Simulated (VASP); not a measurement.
Here is a VASP 6.6.1 calculation.

INCAR

```
  ALGO = Normal
  EDIFF = 1E-6
  EDIFFG = -0.04
  ENCUT = 600
  GGA = PE
  IBRION = 2
  ISIF = 3
  ISMEAR = 0
  LASPH = True
  LCHARG = False
  LREAL = False
  LWAVE = False
  NELM = 100
  NSW = 90
  PREC = Accurate
  SIGMA = 0.1
```

The input KPOINTS:

```
k-points
0
Gamma
  4 4 4
```

The input POSCAR:

```
Si3Br
1.0
    0.0000000000      3.6124783600      3.6124783600
    3.6124783600      0.0000000000      3.6124783600
    3.6124783600      3.6124783600      0.0000000000
Si Br
3 1
Direct
    0.2500000000      0.2500000000      0.2500000000
    0.7500000000      0.7500000000      0.7500000000
    0.5000000000      0.5000000000      0.5000000000
    0.0000000000      0.0000000000      0.0000000000
```

Potentials or basis: VASP PAW PBE potentials, release 64 (Si, Br).

Launch:

```console
$ cat potpaw_PBE.64/Si/POTCAR potpaw_PBE.64/Br/POTCAR > POTCAR
$ mpirun -np 1 vasp_std > vasp.out
```

Question: What does it give for the relaxed volume?

Answer: 17.48 Å³/atom.

Question: What does it give for the space group after relaxing (to 0.1 Å)?

Answer: Fm-3m (No. 225).

Final structure:
```
CELL_PARAMETERS angstrom
0.00000 3.26978 3.26978
3.26978 0.00000 3.26978
3.26978 3.26978 0.00000
ATOMIC_POSITIONS crystal
Si 0.25000 0.25000 0.25000
Si 0.75000 0.75000 0.75000
Si 0.50000 0.50000 0.50000
Br 0.00000 0.00000 0.00000
```

Caveat: the k points lie up to 0.42 Å⁻¹ apart in the final cell; the volume moved by over 15 % at a fixed basis, so the end points are rough; the highest band is partly filled, so the run has too few bands.
